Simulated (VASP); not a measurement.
# Al in VASP: notebook

The runs below take Al through single point, with PBE+D3(BJ).

Everything below comes from runs of VASP 6.6.1. Logs are shortened: lines on timing, memory, paths and dates and some standing lists are left out, and cuts for length are marked.

## (1) The cell of the first run

The structure is tetragonal, space group I4/mmm (No. 139). Conventional cell: a = 2.591 Å, b = 2.591 Å, c = 3.983 Å, α = 90.00°, β = 90.00°, γ = 90.00°. Within 3.4 Å of Al (site symmetry 4/mmm) lie 12 Al at 2.59 to 2.71 Å.

## (2) Single point, PBE+D3(BJ) (strain -0.080 along x and y, +0.000 along z)

The input, INCAR:

```
PREC     = Accurate       # precision mode
ENCUT    = 520            # plane-wave cutoff, eV
EDIFF    = 1E-6           # SCF threshold, eV
ISMEAR   = 0              # smearing method
SIGMA    = 0.15           # smearing width, eV
LREAL    = False          # projectors in reciprocal space
LASPH    = True           # aspherical terms in the spheres
NELM     = 100            # most SCF steps
ALGO     = Fast           # electronic algorithm
ISIF     = 2              # what is computed and relaxed
LWAVE    = False          # write WAVECAR
LCHARG   = False          # write CHGCAR
GGA      = PE             # functional
IVDW     = 12             # dispersion correction
NBANDS   = 8              # bands
```

The input, KPOINTS:

```
Automatic mesh
0
Gamma
  26 26 26
```

The input, POSCAR:

```
Al
1.0
    0.0000000000      1.8320538030      1.9913628294
    1.8320538030      0.0000000000      1.9913628294
    1.8320538030      1.8320538030      0.0000000000
Al
1
Direct
    0.0000000000      0.0000000000      0.0000000000
```

Potentials or basis: VASP PAW PBE potentials, release 64 (Al).

The run is started by

```sh
cat potpaw_PBE.64/Al/POTCAR > POTCAR
mpirun -np 1 vasp_std > vasp.out
```

OUTCAR:

```text
PREC = Accurate
   ENCUT = 520
   EDIFF = 1E-6
   ISMEAR = 0
   LREAL = False
   LASPH = True
   NELM = 100
   ISIF = 2
   GGA = PE
   IVDW = 12
 IVDW          = 12

 ion  position               nearest neighbor table
   1  0.000  0.000  0.000-

  LATTYP: Found a body centered tetragonal cell.
 ALAT       =     2.5909153352
 C/A-ratio  =     1.5371886548

  Lattice vectors:

 A1 = (  -1.8320538030,   0.0000000000,   1.9913628294)
 A2 = (   1.8320538030,   0.0000000000,   1.9913628294)
 A3 = (   0.0000000000,   1.8320538030,  -1.9913628294)

Analysis of symmetry for initial positions (statically):
=====================================================================
 Subroutine PRICEL returns:
 Original cell was already a primitive cell.

 Routine SETGRP: Setting up the symmetry group for a
 body centered tetragonal supercell.

 Subroutine GETGRP returns: Found 16 space group operations
 (whereof 16 operations were pure point group operations)
 out of a pool of 16 trial point group operations.

The static configuration has the point symmetry D_4h.

Analysis of symmetry for dynamics (positions and initial velocities):
=====================================================================
 Subroutine PRICEL returns:
 Original cell was already a primitive cell.

 Routine SETGRP: Setting up the symmetry group for a
 body centered tetragonal supercell.

 Subroutine GETGRP returns: Found 16 space group operations
 (whereof 16 operations were pure point group operations)
 out of a pool of 16 trial point group operations.

The dynamic configuration has the point symmetry D_4h.

 Subroutine INISYM returns: Found 16 space group operations
 (whereof 16 operations are pure point group operations),
 and found     1 'primitive' translations

----------------------------------------------------------------------------------------

                                     Primitive cell

  volume of cell :      13.3677

  direct lattice vectors                    reciprocal lattice vectors
     0.000000000  1.832053803  1.991362829    -0.272917749  0.272917749  0.251084329
     1.832053803  0.000000000  1.991362829     0.272917749 -0.272917749  0.251084329
     1.832053803  1.832053803  0.000000000     0.272917749  0.272917749 -0.251084329

  length of vectors
     2.705909654  2.705909654  2.590915335     0.460447104  0.460447104  0.460447104

  position of ions in fractional coordinates (direct lattice)
     0.000000000  0.000000000  0.000000000

  ion indices of the primitive-cell ions
   primitive index   ion index
                 1           1

----------------------------------------------------------------------------------------

 KPOINTS: Automatic mesh

Automatic generation of k-mesh.
 Grid dimensions read from file:
 generate k-points for:   26   26   26

 Generating k-lattice:

  Cartesian coordinates                     Fractional coordinates (reciprocal lattice)
    -0.010496837  0.010496837  0.009657090     0.038461538  0.000000000  0.000000000
     0.010496837 -0.010496837  0.009657090     0.000000000  0.038461538  0.000000000
     0.010496837  0.010496837 -0.009657090     0.000000000  0.000000000  0.038461538

  Length of vectors
     0.017709504  0.017709504  0.017709504

  Shift w.r.t. Gamma in fractional coordinates (k-lattice)
     0.000000000  0.000000000  0.000000000

 Subroutine IBZKPT returns following result:
 ===========================================

 Found   1330 irreducible k-points:

 Following reciprocal coordinates:
            Coordinates               Weight
  0.000000  0.000000  0.000000      1.000000
  0.038462  0.000000  0.000000      8.000000
  0.076923  0.000000  0.000000      8.000000
  0.115385  0.000000  0.000000      8.000000
  0.153846  0.000000  0.000000      8.000000
  0.192308  0.000000  0.000000      8.000000
[... 16 lines left out ...]
  0.346154  0.038462  0.000000      8.000000
  0.384615  0.038462  0.000000      8.000000
 [... further k-points ...]
   k-points           NKPTS =   1330   k-points in BZ     NKDIM =   1330   number of bands    NBANDS=      8
   number of dos      NEDOS =    301   number of ions     NIONS =      1
   total plane-waves  NPLWV =   8000
   dimension x,y,z NGX =    20 NGY =   20 NGZ =   20
   dimension x,y,z NGXF=    40 NGYF=   40 NGZF=   40
   ions per type =               1
   NGX,Y,Z   is equivalent  to a cutoff of  12.29, 12.29, 12.83 a.u.
   NGXF,Y,Z  is equivalent  to a cutoff of  24.58, 24.58, 25.67 a.u.
 SYSTEM =  unknown system
   PREC   = accura    normal or accurate (medium, high low for compatibility)
   ISTART =      0    job   : 0-new  1-cont  2-samecut
   ICHARG =      2    charge: 1-file 2-atom 10-const
   ISPIN  =      1    spin polarized calculation?
   LNONCOLLINEAR =      F non collinear calculations
   LSORBIT =      F    spin-orbit coupling
   LASPH  =      T    aspherical Exc in radial PAW
   ENCUT  =  520.0 eV  38.22 Ry    6.18 a.u.   5.03  5.03  4.82*2*pi/ulx,y,z
[... 64 lines left out ...]
      6      27.4355      0.00000
      7      27.7401      0.00000
      8      28.5851      0.00000

 k-point     2 :       0.0385    0.0000    0.0000
  band No.  band energies     occupation
      1      -2.2414      2.00000
      2      23.2180      0.00000
      3      24.1661      0.00000
      4      24.6094      0.00000
      5      27.5911      0.00000
      6      27.6041      0.00000
      7      27.9283      0.00000
      8      29.1714      0.00000

 k-point     3 :       0.0769    0.0000    0.0000
  band No.  band energies     occupation
      1      -2.1025      2.00000
      2      21.8752      0.00000
      3      23.6655      0.00000
      4      24.4123      0.00000
      5      27.6408      0.00000
      6      28.0120      0.00000
      7      28.2586      0.00000
      8      28.8058      0.00000

 k-point     4 :       0.1154    0.0000    0.0000
  band No.  band energies     occupation
      1      -1.8712      2.00000
      2      20.1987      0.00000
      3      23.2745      0.00000
      4      24.1765      0.00000
      5      27.3896      0.00000
      6      28.0064      0.00000
      7      28.6199      0.00000
      8      29.0689      0.00000

 k-point     5 :       0.1538    0.0000    0.0000
  band No.  band energies     occupation
      1      -1.5483      2.00000
      2      18.4761      0.00000
      3      22.9058      0.00000
      4      23.9532      0.00000
      5      26.8434      0.00000
      6      27.5787      0.00000
      7      29.3622      0.00000
      8      29.8924      0.00000

 k-point     6 :       0.1923    0.0000    0.0000
  band No.  band energies     occupation
      1      -1.1345      2.00000
      2      16.7740      0.00000
      3      22.5700      0.00000
      4      23.7685      0.00000
      5      26.1353      0.00000
      6      27.3254      0.00000
      7      30.2081      0.00000
      8      30.3463      0.00000

 k-point     7 :       0.2308    0.0000    0.0000
  band No.  band energies     occupation
      1      -0.6309      2.00000
      2      15.1166      0.00000
      3      22.2790      0.00000
      4      23.6350      0.00000
      5      25.4288      0.00000
      6      27.1517      0.00000
      7      29.4379      0.00000
      8      31.1473      0.00000
[... 133 lines left out ...]
 k-point    20 :       0.2308    0.0385    0.0000
  band No.  band energies     occupation
      1      -0.8074      2.00000
      2      15.7976      0.00000
      3      22.9192      0.00000
      4      23.0710      0.00000
      5      24.3694      0.00000
      6      27.2465      0.00000
      7      30.6144      0.00000
      8      30.7559      0.00000

 k-point    21 :       0.2692    0.0385    0.0000
  band No.  band energies     occupation
      1      -0.2510      2.00000
      2      14.1793      0.00000
      3      22.7767      0.00000
      4      22.8121      0.00000
      5      23.7734      0.00000
      6      27.0719      0.00000
      7      29.7649      0.00000
      8      31.8904      0.00000

 k-point    22 :       0.3077    0.0385    0.0000
  band No.  band energies     occupation
      1       0.3932      2.00000
      2      12.6197      0.00000
      3      22.4157      0.00000
      4      22.7712      0.00000
      5      23.3662      0.00000
      6      26.9603      0.00000
      7      28.9633      0.00000
      8      32.4320      0.00000

 k-point    23 :       0.3462    0.0385    0.0000
  band No.  band energies     occupation
      1       1.1235      2.00000
      2      11.1255      0.00000
      3      21.9897      0.00000
      4      22.7972      0.00000
      5      23.1544      0.00000
      6      26.9221      0.00000
      7      28.2274      0.00000
      8      31.6888      0.00000

 k-point    24 :       0.3846    0.0385    0.0000
  band No.  band energies     occupation
      1       1.9376      2.00000
      2       9.7014      2.00000
      3      21.5616      0.00000
      4      22.8898      0.00000
      5      23.0800      0.00000
      6      26.9626      0.00000
      7      27.5645      0.00000
      8      30.9939      0.00000

 [... further k-points ...]

------------------------ aborting loop because EDIFF is reached ----------------------------------------

 Edisp (eV)   -0.41873

 E8    (eV) :    -0.1879

  FORCE on cell =-STRESS in cart. coord.  units (eV):
  Direction    XX          YY          ZZ          XY          YZ          ZX
  --------------------------------------------------------------------------------------
  -------------------------------------------------------------------------------------
  Total       2.12710     2.12710     1.17957     0.00000    -0.00000    -0.00000
  in kB     254.94203   254.94203   141.37630     0.00000    -0.00000    -0.00000
  external pressure =      217.09 kB  Pullay stress =        0.00 kB

 VOLUME and BASIS-vectors are now :
 -----------------------------------------------------------------------------
  energy-cutoff  :      520.00
  volume of cell :       13.37
      direct lattice vectors                 reciprocal lattice vectors
     0.000000000  1.832053803  1.991362829    -0.272917749  0.272917749  0.251084329
     1.832053803  0.000000000  1.991362829     0.272917749 -0.272917749  0.251084329
     1.832053803  1.832053803  0.000000000     0.272917749  0.272917749 -0.251084329

 POSITION                                       TOTAL-FORCE (eV/Angst)
 -----------------------------------------------------------------------------------
      0.00000      0.00000      0.00000        -0.000000      0.000000      0.000000
 -----------------------------------------------------------------------------------
    total drift:                                0.000000      0.000000     -0.000000

  FREE ENERGIE OF THE ION-ELECTRON SYSTEM (eV)
  ---------------------------------------------------
  free  energy   TOTEN  =        -3.9302218798 eV

  energy  without entropy=       -3.9263739972  energy(sigma->0) =       -3.92829794
```

It took 38 s on 1 thread of Intel Xeon 6975P-C (Granite Rapids), shared host; peak memory 0.23 GiB.

What came out:

* Free energy: -3.9302 eV
* Pressure: 21.7 GPa
* Dispersion energy per atom: -0.419 eV

Stress tensor (GPa, compression positive):
```
25.49  0.00  0.00
 0.00 25.49  0.00
 0.00  0.00 14.14
```

Caveat: the cell differs from its parent crystal (strain -0.080 along x and y, +0.000 along z); pairwise dispersion overbinds metals, which lowers pressure and volume.

## (3) Single point, PBE+D3(BJ) (strain -0.040 along x and y, -0.080 along z)

The input, INCAR:

```
ALGO = Fast ; EDIFF = 1E-7
ENCUT = 520 ; GGA = PE
ISIF = 2 ; ISMEAR = 0
IVDW = 12 ; LASPH = T
LCHARG = T ; LELF = T
LREAL = F ; LVHAR = T
LWAVE = F ; NBANDS = 8
NELM = 60 ; PREC = Accurate
SIGMA = 0.15
```

The input, KPOINTS:

```
k-points
0
Gamma
  26 26 26
```

The input, POSCAR:

```
Al
1.0
    0.0000000000      1.9117083162      1.8320538030
    1.9117083162      0.0000000000      1.8320538030
    1.9117083162      1.9117083162      0.0000000000
Al
1
Direct
    0.0000000000      0.0000000000      0.0000000000
```

Potentials or basis: VASP PAW PBE potentials, release 64 (Al).

The run is started by

```sh
cat potpaw_PBE.64/Al/POTCAR > POTCAR
mpirun -np 1 vasp_std > vasp.out
```

It took 48 s on 1 thread of Intel Xeon 6975P-C (Granite Rapids), shared host; peak memory 0.24 GiB.

The run converged. Its results:

```
Free energy                : -3.9535 eV
Pressure                   : 20.8 GPa
Dispersion energy per atom : -0.418 eV
```

Stress tensor (GPa, compression positive):
```
19.05  0.00  0.00
 0.00 19.05  0.00
 0.00  0.00 24.24
```

Levels at points of the mesh, in eV from the Fermi level:
```tsv
k point	band 1	band 2	band 3	band 4
(0.00, 0.00, 0.00)	-12.64	13.71	13.71	14.22
(0.50, 0.00, 0.00)	-5.44	-4.66	11.95	12.99
(0.50, 0.50, 0.00)	-2.89	-1.10	4.93	6.09
(0.50, 0.00, 0.50)	-3.65	-2.01	5.52	6.88
```

Caveat: the cell differs from its parent crystal (strain -0.040 along x and y, -0.080 along z); pairwise dispersion overbinds metals, which lowers pressure and volume.

## (4) Single point, PBE+D3(BJ) (strain -0.080 along x and y, -0.080 along z)

The input, INCAR:

```
ALGO = Normal ; EDIFF = 1E-7
ENCUT = 520 ; GGA = PE
ISIF = 2 ; ISMEAR = 0
IVDW = 12 ; LASPH = True
LCHARG = True ; LELF = True
LREAL = False ; LVHAR = True
LWAVE = False ; NBANDS = 8
NELM = 60 ; PREC = Accurate
SIGMA = 0.15
```

KPOINTS is that of step 3.

The input, POSCAR:

```
Al
1.0
    0.0000000000      1.8320538030      1.8320538030
    1.8320538030      0.0000000000      1.8320538030
    1.8320538030      1.8320538030      0.0000000000
Al
1
Direct
    0.0000000000      0.0000000000      0.0000000000
```

The run is started by

```sh
cat potpaw_PBE.64/Al/POTCAR > POTCAR
mpirun -np 1 vasp_std > vasp.out
```

Run time: 24 s. Hardware: 1 thread of AMD EPYC 9R45 (Zen 5), shared host; peak memory 0.13 GiB.

The run converged. Its results:

```yaml
Free_energy: -3.7653 eV
Pressure: 37.6 GPa
Dispersion_energy_per_atom: -0.457 eV
```

Levels at points of the mesh, in eV from the Fermi level:
| k point | band 1 | band 2 | band 3 | band 4 | band 5 | band 6 |
| --- | --- | --- | --- | --- | --- | --- |
| (0.00, 0.00, 0.00) | -13.30 | 14.40 | 14.40 | 14.40 | 18.41 | 18.41 |
| (0.50, 0.00, 0.00) | -5.80 | -4.80 | 12.94 | 12.94 | 15.00 | 15.00 |
| (0.50, 0.50, 0.00) | -3.60 | -1.80 | 5.31 | 7.21 | 7.21 | 12.50 |

Caveat: the cell differs from its parent crystal (strain -0.080 along x and y, -0.080 along z); pairwise dispersion overbinds metals, which lowers pressure and volume.

## (5) Single point, PBE+D3(BJ) (strain -0.040 along x and y, -0.040 along z)

The input, INCAR:

```
PREC = Accurate ; ENCUT = 520
EDIFF = 1E-6 ; ISMEAR = 0
SIGMA = 0.15 ; LREAL = False
LASPH = True ; NELM = 100
ALGO = Normal ; ISIF = 2
LWAVE = False ; LCHARG = False
GGA = PE ; IVDW = 12
NBANDS = 8
```

The input, KPOINTS:

```
Automatic mesh
0
Gamma
  26 26 26
```

The input, POSCAR:

```
Al
1.0
    0.0000000000      1.9117083162      1.9117083162
    1.9117083162      0.0000000000      1.9117083162
    1.9117083162      1.9117083162      0.0000000000
Al
1
Direct
    0.0000000000      0.0000000000      0.0000000000
```

The run is started by

```sh
cat potpaw_PBE.64/Al/POTCAR > POTCAR
mpirun -np 1 vasp_std > vasp.out
```

Wall time 21 s (1 thread of AMD EPYC 9R45 (Zen 5), shared host); peak memory 0.14 GiB.

It converged, with:

| Property | Result |
| --- | --- |
| Free energy | -4.0227 eV |
| Pressure | 13.9 GPa |
| Dispersion energy per atom | -0.400 eV |

Levels at points of the mesh, in eV from the Fermi level:
```
           k point  band 1  band 2  band 3  band 4
(0.00, 0.00, 0.00)  -12.35   13.57   13.57   13.57
(0.50, 0.00, 0.00)   -5.29   -4.63   12.24   12.24
(0.50, 0.50, 0.00)   -3.34   -1.70    5.27    6.42
```

Caveat: the cell differs from its parent crystal (strain -0.040 along x and y, -0.040 along z); pairwise dispersion overbinds metals, which lowers pressure and volume.

## (6) Single point, PBE+D3(BJ) (strain +0.040 along x and y, +0.040 along z)

The input, INCAR:

```
  PREC = Accurate
  ENCUT = 520
  EDIFF = 1E-6
  ISMEAR = 0
  SIGMA = 0.15
  LREAL = F
  LASPH = T
  NELM = 100
  ALGO = Normal
  ISIF = 2
  LWAVE = F
  LCHARG = T
  GGA = PE
  IVDW = 12
  LELF = T
  LVHAR = T
  NBANDS = 8
```

The input, KPOINTS:

```
regular mesh
0
Gamma
  26 26 26
```

The input, POSCAR:

```
Al
1.0
    0.0000000000      2.0710173426      2.0710173426
    2.0710173426      0.0000000000      2.0710173426
    2.0710173426      2.0710173426      0.0000000000
Al
1
Direct
    0.0000000000      0.0000000000      0.0000000000
```

Potentials or basis: VASP PAW PBE potentials, release 64 (Al).

The run is started by

```sh
cat potpaw_PBE.64/Al/POTCAR > POTCAR
mpirun -np 1 vasp_std > vasp.out
```

Run time: 33 s. Hardware: 1 thread of AMD EPYC 9R45 (Zen 5), shared host; peak memory 0.16 GiB.

The run converged. Its results:

```
Free energy                : -4.0399 eV
Pressure                   : -7.8 GPa
Dispersion energy per atom : -0.312 eV
```

Levels at points of the mesh, in eV from the Fermi level:
```
           k point  band 1  band 2  band 3  band 4  band 5  band 6
(0.00, 0.00, 0.00)  -10.64   12.21   12.21   12.21   13.16   13.16
(0.50, 0.00, 0.00)   -4.31   -4.29   10.64   10.64   11.12   11.12
(0.50, 0.50, 0.00)   -2.75   -1.60    5.23    5.25    5.25    8.40
```

Caveat: the cell differs from its parent crystal (strain +0.040 along x and y, +0.040 along z); pairwise dispersion overbinds metals, which lowers pressure and volume.

## (7) The runs side by side

| cell | gap on the mesh (eV) | pressure (GPa) |
| --- | --- | --- |
| a = 2.706, b = 2.706, c = 2.591 Å, angles 61.4, 61.4, 57.2°, 1 atom | none | 21.7 |
| a = 2.648, b = 2.648, c = 2.704 Å, angles 59.3, 59.3, 61.4°, 1 atom | none | 20.8 |
| a = 2.591 Å, angles 60.0°, 1 atom | none | 37.6 |
| a = 2.704 Å, angles 60.0°, 1 atom | none | 13.9 |
| a = 2.929 Å, angles 60.0°, 1 atom | none | -7.8 |

Alike in all rows: task single point; level PBE+D3(BJ); potentials or basis VASP PAW PBE potentials, release 64 (Al); no spin polarisation; k mesh 26 × 26 × 26; cutoff (eV) 520; smearing gaussian 0.15 eV.

Caveats: pairwise dispersion overbinds metals, which lowers pressure and volume.

Absolute energies hang on the potentials; compare differences alone.
